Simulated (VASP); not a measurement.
Runs of VASP 6.6.1 on CdSe. The structure is that of space group F-43m (No. 216), or close to it. The cells are those of the table. 

```csv
task,level,potentials or basis,cell,cutoff (eV),smearing,gap on the mesh (eV),pressure (GPa),relaxed volume (Å³/atom)
relaxation of cell and atoms,BLYP,"VASP PAW PBE potentials, release 64 (Cd, Se)","relaxed from a = 4.342 Å, angles 60.0°, 2 atoms",600,fermi-dirac 0.05 eV,0.30,0.0,(b)
relaxation of cell and atoms,PBEsol,"VASP PAW PBE potentials, release 64 (Cd, Se)","relaxed to 30 GPa from a = 4.342 Å, angles 60.0°, 2 atoms",600,fermi-dirac 0.05 eV,1.01,30.0,-
single point,RPBE,"VASP PAW PBE potentials, release 64 (Cd, Se)","a = 4.444 Å, angles 60.0°, 2 atoms",520,fermi-dirac 0.05 eV,0.58,0.2,-
relaxation of cell and atoms,PBEsol+D3(BJ),"VASP PAW PBE potentials, release 64 (Cd, Se)","relaxed from a = 4.342 Å, angles 60.0°, 2 atoms",600,fermi-dirac 0.05 eV,0.53,0.0,(a)
dielectric tensor,LDA,"VASP PAW LDA potentials, release 64 (Cd, Se)","a = 4.342 Å, angles 60.0°, 2 atoms",520,gaussian 0.01 eV,0.30,-,-
single point,revPBE+D3(BJ),"VASP PAW PBE potentials, release 64 (Cd, Se)","a = 4.342 Å, angles 60.0°, 2 atoms",520,fermi-dirac 0.05 eV,0.68,-1.0,-
single point,revPBE,"VASP PAW PBE potentials, release 64 (Cd, Se)","a = 4.427 Å, angles 60.0°, 2 atoms",520,fermi-dirac 0.05 eV,0.56,0.2,-
single point,BLYP,"VASP PAW PBE potentials, release 64 (Cd, Se)","a = 4.399 Å, angles 60.0°, 2 atoms",520,fermi-dirac 0.05 eV,0.41,2.3,-
single point,PBEsol,"VASP PAW PBE potentials, release 64 (Cd, Se)","a = 4.427 Å, angles 60.0°, 2 atoms",520,fermi-dirac 0.05 eV,0.31,-3.5,-
single point,revPBE+D3(BJ),"VASP PAW PBE potentials, release 64 (Cd, Se)","a = 4.399 Å, angles 60.0°, 2 atoms",520,fermi-dirac 0.05 eV,0.60,-2.6,-
single point,PBEsol,"VASP PAW PBE potentials, release 64 (Cd, Se)","a = 4.107 Å, angles 60.0°, 2 atoms",520,fermi-dirac 0.05 eV,0.75,10.6,-
```

Alike in all rows: no spin polarisation; k mesh 8 × 8 × 8.

Fill in the values left out.

(a) 27.40; (b) 31.72.

Caveats: the PAW data sets were made with another functional, which shifts forces and pressure a little (some runs); the cell is relaxed towards a set pressure, so the enthalpy falls and the energy may rise (some runs); the volume moved by over 15 % at a fixed basis, so the end points are rough (some runs); the gap is small at this level, which inflates the dielectric constant (some runs).

A k mesh can miss the band edges, and the runs leave out spin-orbit coupling on Cd, Se.
